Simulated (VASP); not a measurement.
# SnTe (Fm-3m) in VASP: further runs, part 2 of 2

VASP 6.6.1.

**3. Single point, RPBE**

This run uses another cell than the first one, of 29.40 Å³/atom, 0.940 times its volume.

INCAR reads:

```
SYSTEM = SnTe
PREC = Accurate
ENCUT = 520
EDIFF = 1E-6
ISMEAR = -1
SIGMA = 0.05
LREAL = .False.
LASPH = .True.
NELM = 100
ALGO = Normal
ISIF = 2
LWAVE = .False.
LCHARG = .True.
GGA = RP
LELF = .True.
LVHAR = .True.
NBANDS = 17
```

KPOINTS reads:

```
regular mesh
0
Gamma
  7 7 7
  0 0 0
```

POSCAR reads:

```
SnTe
1.0
    0.0000000000      3.0865288906      3.0865288906
    3.0865288906      0.0000000000      3.0865288906
    3.0865288906      3.0865288906      0.0000000000
Te Sn
1 1
Direct
    0.5000000000      0.5000000000      0.5000000000
    0.0000000000      0.0000000000      0.0000000000
```

Potentials or basis: VASP PAW PBE potentials, release 64 (Te, Sn_d).

Launch:

```sh
$ cat potpaw_PBE.64/Te/POTCAR potpaw_PBE.64/Sn_d/POTCAR > POTCAR
$ mpirun -np 1 vasp_std > vasp.out
```

OUTCAR:

```text
SYSTEM = SnTe
   PREC = Accurate
   ENCUT = 520
   EDIFF = 1E-6
   ISMEAR = -1
   LREAL = .False.
   LASPH = .True.
   NELM = 100
   ISIF = 2
   GGA = RP

 ion  position               nearest neighbor table
   1  0.500  0.500  0.500-   2 3.09   2 3.09   2 3.09   2 3.09   2 3.09   2 3.09
   2  0.000  0.000  0.000-   1 3.09   1 3.09   1 3.09   1 3.09   1 3.09   1 3.09

  LATTYP: Found a face centered cubic cell.
 ALAT       =     6.1730577812

  Lattice vectors:

[... 577 lines left out ...]
     17      18.5278      0.00000

------------------------ aborting loop because EDIFF is reached ----------------------------------------

  FORCE on cell =-STRESS in cart. coord.  units (eV):
  Direction    XX          YY          ZZ          XY          YZ          ZX
  --------------------------------------------------------------------------------------
  -------------------------------------------------------------------------------------
  Total        2.6593914      2.6593914      2.6593914      0.0000000      0.0000000      0.0000000
  in kB       72.4522382     72.4522382     72.4522382      0.0000000      0.0000000      0.0000000
  external PRESSURE =      72.4522382 kB  Pullay stress =       0.0000000 kB

 VOLUME and BASIS-vectors are now :
 -----------------------------------------------------------------------------
  energy-cutoff  :      520.00
  volume of cell :       58.81
      direct lattice vectors                 reciprocal lattice vectors
     0.000000000  3.086528891  3.086528891    -0.161994272  0.161994272  0.161994272
     3.086528891  0.000000000  3.086528891     0.161994272 -0.161994272  0.161994272
     3.086528891  3.086528891  0.000000000     0.161994272  0.161994272 -0.161994272

 POSITION                                       TOTAL-FORCE (eV/Angst)
 -----------------------------------------------------------------------------------
      3.08653      3.08653      3.08653         0.000000     -0.000000     -0.000000
      0.00000      0.00000      0.00000        -0.000000      0.000000      0.000000
 -----------------------------------------------------------------------------------
    total drift:                                0.000000     -0.000000     -0.000000

  FREE ENERGIE OF THE ION-ELECTRON SYSTEM (eV)
  ---------------------------------------------------
  free  energy   TOTEN  =        -6.6937879311 eV

  energy  without entropy=       -6.6936223264  energy(sigma->0) =       -6.69370513
```

OSZICAR:

```text
N       E                     dE             d eps       ncg     rms          rms(c)
DAV:   1     0.129379433884E+03    0.12938E+03   -0.96463E+03   696   0.137E+03
DAV:   2     0.546322942770E+01   -0.12392E+03   -0.11992E+03   728   0.347E+02
DAV:   3    -0.635036357598E+01   -0.11814E+02   -0.11725E+02   863   0.915E+01
DAV:   4    -0.670644714502E+01   -0.35608E+00   -0.35574E+00   806   0.162E+01
DAV:   5    -0.671916308209E+01   -0.12716E-01   -0.12715E-01   942   0.308E+00    0.568E+00
DAV:   6    -0.668892718265E+01    0.30236E-01   -0.76260E-02   909   0.188E+00    0.356E+00
DAV:   7    -0.669359003279E+01   -0.46629E-02   -0.47212E-02   818   0.112E+00    0.604E-01
DAV:   8    -0.669356483300E+01    0.25200E-04   -0.69330E-03   854   0.657E-01    0.220E-01
DAV:   9    -0.669377392486E+01   -0.20909E-03   -0.48653E-04   868   0.235E-01    0.109E-01
DAV:  10    -0.669378007082E+01   -0.61460E-05   -0.79094E-05   901   0.951E-02    0.334E-02
DAV:  11    -0.669378584246E+01   -0.57716E-05   -0.14538E-05   796   0.332E-02    0.578E-03
DAV:  12    -0.669378802764E+01   -0.21852E-05   -0.36513E-06   746   0.103E-02    0.339E-03
DAV:  13    -0.669378793114E+01    0.96498E-07   -0.33928E-07   621   0.348E-03
   1 F= -.66937879E+01 E0= -.66937051E+01  d E =-.165605E-03
```

stdout:

```text
POSCAR found type information on POSCAR TeSn
 POSCAR found :  2 types and       2 ions
 scaLAPACK will be used
 -----------------------------------------------------------------------------
|                                                                             |
|                                                                             |
|     You enforced a specific xc type in the INCAR file but a different       |
|     I HOPE YOU KNOW WHAT YOU ARE DOING!                                     |
|                                                                             |
 -----------------------------------------------------------------------------

 LDA part: xc-table for (Slater+PW92), standard interpolation
 POSCAR, INCAR and KPOINTS ok, starting setup
 FFT: planning ... GRIDC
 FFT: planning ... GRID_SOFT
 FFT: planning ... GRID
 WAVECAR not read
 entering main loop
```

It took 13 s on 1 thread of Intel Xeon 6975P-C, shared host; peak memory 0.18 GiB.

What came out:

- Free energy: -6.6938 eV
- Pressure: 7.2 GPa

Levels at points of the mesh, in eV from the Fermi level:
| k point | band 7 | band 8 | band 9 | band 10 | band 11 | band 12 | band 13 | band 14 |
| --- | --- | --- | --- | --- | --- | --- | --- | --- |
| (0.00, 0.00, 0.00) | -4.46 | -2.43 | -2.43 | -2.43 | 3.41 | 3.41 | 3.41 | 4.53 |

Caveat: this odd mesh misses L, where the gap lies, so gap, dielectric constants and Born charges aren't listed; the PAW data sets were made with another functional, which shifts forces and pressure a little; spin-orbit coupling is left out, which moves the levels of the heavy elements.

**4. Single point, revPBE+D3(BJ)**

This run uses another cell than the first one, of 29.40 Å³/atom, 0.940 times its volume.

INCAR reads:

```
  ALGO = Normal
  EDIFF = 1E-6
  ENCUT = 520
  GGA = RE
  ISIF = 2
  ISMEAR = -1
  IVDW = 12
  LASPH = True
  LCHARG = False
  LREAL = False
  LWAVE = False
  NBANDS = 17
  NELM = 80
  PREC = Accurate
  SIGMA = 0.05
```

KPOINTS reads:

```
k-points
0
Gamma
  7 7 7
```

POSCAR is that of step 3.

Potentials or basis: VASP PAW PBE potentials, release 64 (Te, Sn_d).

Launch:

```sh
$ cat potpaw_PBE.64/Te/POTCAR potpaw_PBE.64/Sn_d/POTCAR > POTCAR
$ mpirun -np 1 vasp_std > vasp.out
```

OUTCAR:

```text
EDIFF = 1E-6
   ENCUT = 520
   GGA = RE
   ISIF = 2
   ISMEAR = -1
   IVDW = 12
   LASPH = True
   LREAL = False
   NELM = 80
   PREC = Accurate
 IVDW          = 12

 ion  position               nearest neighbor table
   1  0.500  0.500  0.500-   2 3.09   2 3.09   2 3.09   2 3.09   2 3.09   2 3.09
   2  0.000  0.000  0.000-   1 3.09   1 3.09   1 3.09   1 3.09   1 3.09   1 3.09

  LATTYP: Found a face centered cubic cell.
 ALAT       =     6.1730577812

  Lattice vectors:

 A1 = (   0.0000000000,   3.0865288906,   3.0865288906)
 A2 = (   3.0865288906,   0.0000000000,   3.0865288906)
 A3 = (   3.0865288906,   3.0865288906,   0.0000000000)

Analysis of symmetry for initial positions (statically):
[... 33 lines left out ...]
                                     Primitive cell

  volume of cell :      58.8086

  direct lattice vectors                    reciprocal lattice vectors
     0.000000000  3.086528891  3.086528891    -0.161994272  0.161994272  0.161994272
     3.086528891  0.000000000  3.086528891     0.161994272 -0.161994272  0.161994272
     3.086528891  3.086528891  0.000000000     0.161994272  0.161994272 -0.161994272

  length of vectors
     4.365011018  4.365011018  4.365011018     0.280582309  0.280582309  0.280582309

  position of ions in fractional coordinates (direct lattice)
     0.500000000  0.500000000  0.500000000
     0.000000000  0.000000000  0.000000000

  ion indices of the primitive-cell ions
   primitive index   ion index
                 1           1
                 2           2

----------------------------------------------------------------------------------------

 KPOINTS: k-points

Automatic generation of k-mesh.
 Grid dimensions read from file:
 generate k-points for:    7    7    7

[... 68 lines left out ...]
   PSTRESS=    0.0 pullay stress
   NELECT =      20.0000    total number of electrons
   NUPDOWN=      -1.0000    fix difference up-down
   EMIN   =  10.00;   EMAX   =-10.00  energy-range for DOS
   EFERMI =   0.00;   METHOD = LEGACY
   ISMEAR =    -1;   SIGMA  =   0.05  broadening in eV -4-tet -1-fermi 0-gaus
   EFERMI_NEDOS =   21; number of points for ismear=-14 and -15
   IALGO  =     38    algorithm
   IMIX   =      4    mixing-type and parameters
     AMIX     =   0.40;   BMIX     =  1.00
     AMIX_MAG =   1.60;   BMIX_MAG =  1.00
  volume/ion in A,a.u.               =      29.40       198.43
  Fermi-wavevector in a.u.,A,eV,Ry     =   1.142715  2.159418 17.766446  1.305797
  Thomas-Fermi vector in A             =   2.279412
   LORBIT       =      0    0 simple, 1 ext, 2 COOP (PROOUT), +10 PAW based schemes
   GGA     = RE    functional components
   LHFCALC =     F    Hartree Fock is set to
   AEXX    =    0.0000 exact exchange contribution
   IVDW    =    12    specifies the selected vdW correction
   LEPSILON=     F    determine dielectric tensor
   LRPA    =     F    only Hartree local field effects (RPA)
 non-spin polarized calculation
  energy-cutoff  :      520.00
  volume of cell :       58.81
 maximum number of plane-waves:      1600
   NGX = 17   NGY = 17   NGZ = 17

 number of electron      19.9999995 magnetization

 Free energy of the ion-electron system (eV)
  ---------------------------------------------------
  ext. energy  EPLUGINS =         0.00000000
  ---------------------------------------------------
  free energy    TOTEN  =        -6.80423215 eV

  energy without entropy =       -6.80407457  energy(sigma->0) =       -6.80415336

 E-fermi :   7.9280     XC(G=0):  -9.7100

 val. band max:        7.6591468341   @ k =   0.4286   0.0000   0.0000
 cond. band min:       8.2360053565   @ k =   0.4286   0.0000   0.0000
 fundamental gap:      0.5768585224
 Fermi energy:         7.9279743317

 k-point     1 :       0.0000    0.0000    0.0000
  band No.  band energies     occupation
      1     -14.1546      2.00000
      2     -14.1546      2.00000
      3     -14.1465      2.00000
      4     -14.1465      2.00000
      5     -14.1465      2.00000
      6      -5.4416      2.00000
[... 377 lines left out ...]
      4     -14.1400      2.00000
      5     -14.1332      2.00000
      6      -3.5715      2.00000
[... 9 lines left out ...]
     16      17.7133      0.00000
     17      18.4992      0.00000

------------------------ aborting loop because EDIFF is reached ----------------------------------------

 Edisp (eV)   -1.60405

 E8    (eV) :    -1.1615

  FORCE on cell =-STRESS in cart. coord.  units (eV):
  Direction    XX          YY          ZZ          XY          YZ          ZX
  --------------------------------------------------------------------------------------
  -------------------------------------------------------------------------------------
  Total       0.85370     0.85370     0.85370    -0.00000    -0.00000     0.00000
  in kB      23.25812    23.25812    23.25812    -0.00000    -0.00000     0.00000
  external pressure =       23.26 kB  Pullay stress =        0.00 kB

 VOLUME and BASIS-vectors are now :
 -----------------------------------------------------------------------------
  energy-cutoff  :      520.00
  volume of cell :       58.81
      direct lattice vectors                 reciprocal lattice vectors
     0.000000000  3.086528891  3.086528891    -0.161994272  0.161994272  0.161994272
     3.086528891  0.000000000  3.086528891     0.161994272 -0.161994272  0.161994272
     3.086528891  3.086528891  0.000000000     0.161994272  0.161994272 -0.161994272

 POSITION                                       TOTAL-FORCE (eV/Angst)
 -----------------------------------------------------------------------------------
      3.08653      3.08653      3.08653        -0.000000     -0.000000     -0.000000
      0.00000      0.00000      0.00000         0.000000      0.000000      0.000000
 -----------------------------------------------------------------------------------
    total drift:                                0.000000     -0.000000     -0.000000

  FREE ENERGIE OF THE ION-ELECTRON SYSTEM (eV)
  ---------------------------------------------------
  free  energy   TOTEN  =        -8.4082856540 eV

  energy  without entropy=       -8.4081280697  energy(sigma->0) =       -8.40820686
```

Wall time 11 s (1 thread of Intel Xeon 6975P-C, shared host); peak memory 0.19 GiB.

What came out:

```
Free energy                : -8.4083 eV
Pressure                   : 2.3 GPa
Dispersion energy per atom : -0.802 eV
```

Caveat: this odd mesh misses L, where the gap lies, so gap, dielectric constants and Born charges aren't listed; the PAW data sets were made with another functional, which shifts forces and pressure a little; spin-orbit coupling is left out, which moves the levels of the heavy elements.

**5. Overview**

```csv
level,cell,smearing,pressure (GPa)
PBE,"a = 4.456 Å, angles 60.0°, 2 atoms",gaussian 0.021 eV,2.2
RPBE,"a = 4.365 Å, angles 60.0°, 2 atoms",fermi-dirac 0.05 eV,7.2
revPBE+D3(BJ),"a = 4.365 Å, angles 60.0°, 2 atoms",fermi-dirac 0.05 eV,2.3
```

Alike in all rows: task single point; potentials or basis VASP PAW PBE potentials, release 64 (Te, Sn_d); no spin polarisation; k mesh 7 × 7 × 7; cutoff (eV) 520.

Caveats: spin-orbit coupling is left out, which moves the levels of the heavy elements; the PAW data sets were made with another functional, which shifts forces and pressure a little (some runs).

Absolute energies hang on the potentials; compare differences alone.
